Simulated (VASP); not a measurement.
Write the native input for VASP 6.6.1 that does the following.

```yaml
Task: single point
Functional: PBEsol
Potentials_or_basis: VASP PAW PBE potentials, release 64 (Al, Ga_d, N)
Cutoff: 520 eV
k_mesh: 6 × 6 × 6
Occupations: gaussian, width 0.05 eV
Spin: no spin polarisation
Dipole_correction: no
Further_INCAR_settings: ALGO = Normal; EDIFF = 1e-06; NBANDS = 31
```

The structure of Al3GaN4 lies in POSCAR:

```
Al3GaN4
1.0
    4.4069948390      0.0000000000      0.0000000000
    0.0000000000      4.4069948390      0.0000000000
    0.0000000000      0.0000000000      4.4069948390
Al Ga N
3 1 4
Direct
    0.5000000000      0.5000000000      0.0000000000
    0.5000000000      0.0000000000      0.5000000000
    0.0000000000      0.5000000000      0.5000000000
   -0.0107020825     -0.0107020825      0.0000000000
    0.7447077168      0.7447077168      0.2552922832
    0.7447077168      0.2552922832      0.7447077168
    0.2552922832      0.7447077168      0.7447077168
    0.2552922832      0.2552922832      0.2552922832
```

This cell differs from its parent crystal: atom 4 (Ga) moved -0.067 Å along Cartesian [1 1 0].

One way to write it, as run:

INCAR

```
SYSTEM = Al3GaN4
  ALGO = Normal
  EDIFF = 1E-6
  ENCUT = 520
  GGA = PS
  ISIF = 2
  ISMEAR = 0
  LASPH = .True.
  LCHARG = .False.
  LREAL = .False.
  LWAVE = .False.
  NBANDS = 31
  NELM = 60
  PREC = Accurate
  SIGMA = 0.05
```

KPOINTS

```
k-points
0
Gamma
  6 6 6
  0 0 0
```

Potentials or basis: VASP PAW PBE potentials, release 64 (Al, Ga_d, N).

The run is started by

```console
$ cat potpaw_PBE.64/Al/POTCAR potpaw_PBE.64/Ga_d/POTCAR potpaw_PBE.64/N/POTCAR > POTCAR
$ mpirun -np 1 vasp_std > vasp.out
```

It gave:

- Pressure: 0.1 GPa
- Largest force: 1.207 eV/Å
- Band gap on the k mesh: 3.06 eV

Caveat: the cell differs from its parent crystal (atom 4 (Ga) moved -0.067 Å along Cartesian [1 1 0]); the PAW data sets were made with another functional, which shifts forces and pressure a little.

Wall time 88 s on 1 thread of Intel(R) Xeon(R) 6975P-C (Granite Rapids) (shared host), peak memory 0.31 GiB.
